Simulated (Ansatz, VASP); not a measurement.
## One calculation of Zr, two programs

INCAR

```
PREC     = Accurate       # precision mode
ENCUT    = 520            # plane-wave cutoff, eV
EDIFF    = 1E-8           # SCF threshold, eV
ISMEAR   = -1             # smearing method
SIGMA    = 0.08           # smearing width, eV
LREAL    = False          # projectors in reciprocal space
LASPH    = True           # aspherical terms in the spheres
NELM     = 100            # most SCF steps
ALGO     = Normal         # electronic algorithm
ISIF     = 2              # what is computed and relaxed
LWAVE    = False          # write WAVECAR
LCHARG   = False          # write CHGCAR
GGA      = PS             # functional
LEFG     = True         
NBANDS   = 19             # bands
```

The input KPOINTS:

```
Automatic mesh
0
Gamma
  13 13 7
```

Contents of POSCAR:

```
Zr
1.0
    3.2953868297      0.0000000000      0.0000000000
   -1.6476934148      2.8538887098      0.0000000000
    0.0000000000      0.0000000000      5.2479471970
Zr
2
Direct
    0.3333333333      0.6666666667      0.2500000000
    0.6666666667      0.3333333333      0.7500000000
```

Input for Ansatz:

```yaml
crystal:
  lattice:
    - [3.2953868297, 0.0, 0.0]
    - [-1.6476934148, 2.8538887098, 0.0]
    - [0.0, 0.0, 5.247947197]
  atoms:
    - { symbol: Zr, position: [0.3333333333, 0.6666666667, 0.25] }
    - { symbol: Zr, position: [0.6666666667, 0.3333333333, 0.75] }
kpoints:
  mp_grid: { grid: [13, 13, 7] }
scf:
  occupations: { method: fermi_dirac, width: 0.08 }
hamiltonian:
  xc: pbesol
  pseudopotentials: { kind: paw }
output:
  forces: true
  stress: true
  eigenvalues: true
  efg: { contact_densities: true }
```

Change from the starting cell: volume scaled by 1.06, PAW files.

Alike in both runs: task electric field gradients; functional PBEsol; k mesh 13 × 13 × 7; occupations fermi-dirac, width 0.08 eV; no spin polarisation.

|  | VASP | Ansatz |
| --- | --- | --- |
| version | VASP 6.6.1 | Ansatz 0.2.0 |
| potentials or method | VASP PAW PBE potentials, release 64 (Zr_sv) | PAW with Ansatz's default frozen-core files, scalar-relativistic |
| plane-wave cutoff (eV) | 520 | 420 |
| valence electrons in the cell | 24 | 24 |

```tsv
	VASP	Ansatz	Ansatz less VASP
pressure (GPa)	-7.9	-7.9	-0.04
traceless stress, the component that is largest in VASP (GPa)	0.16	0.16	-0.001
size of Vzz on the site where it differs most (V/Å²)	36.4	37.1	+0.76
```

VASP's potentials were made for PBE, not for PBEsol.
